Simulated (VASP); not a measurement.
Write the native input for VASP 6.6.1 that does the following.

```yaml
Task: single point
Functional: PBE
Potentials_or_basis: VASP PAW PBE potentials, release 64 (Te, P)
Cutoff: 520 eV
k_mesh: 6 × 6 × 6
Occupations: gaussian, width 0.1 eV
Spin: no spin polarisation
Dipole_correction: no
Further_INCAR_settings: ALGO = Normal; EDIFF = 1e-06; NBANDS = 15
```

The structure of TeP2 lies in POSCAR:

```
TeP2
1.0
    5.0201421351      0.0000000000      0.0000000000
   -2.5100710675      4.3475706196      0.0000000000
    0.0000000000      0.0000000000      2.8627285402
Te P
1 2
Direct
    0.0000000000      0.0000000000      0.0000000000
    0.3333333333      0.6666666667      0.0000000000
    0.6666666667      0.3333333333      0.0000000000
```

One way to write it, as run:

INCAR

```
SYSTEM = TeP2
PREC = Accurate
ENCUT = 520
EDIFF = 1E-6
ISMEAR = 0
SIGMA = 0.1
LREAL = .FALSE.
LASPH = .TRUE.
NELM = 100
ALGO = Normal
ISIF = 2
LWAVE = .FALSE.
LCHARG = .TRUE.
GGA = PE
LELF = .TRUE.
LVHAR = .TRUE.
NBANDS = 15
```

KPOINTS

```
regular mesh
0
G
  6 6 6
  0 0 0
```

Potentials or basis: VASP PAW PBE potentials, release 64 (Te, P).

Run with:

```bash
$ cat potpaw_PBE.64/Te/POTCAR potpaw_PBE.64/P/POTCAR > POTCAR
$ mpirun -np 1 vasp_std > vasp.out
```

It gave:

The pressure is 0.0 GPa. The band gap on the k mesh is zero (band 8 reaches 10.04 eV, above the bottom of band 9 at 5.25 eV).

Caveat: the k points lie up to 0.37 Å⁻¹ apart; spin-orbit coupling is left out, which moves the levels of the heavy elements.

Run time: 12 s on 1 thread of Intel(R) Xeon(R) Platinum 8559C (Emerald Rapids), with other jobs on the host, peak memory 0.19 GiB.
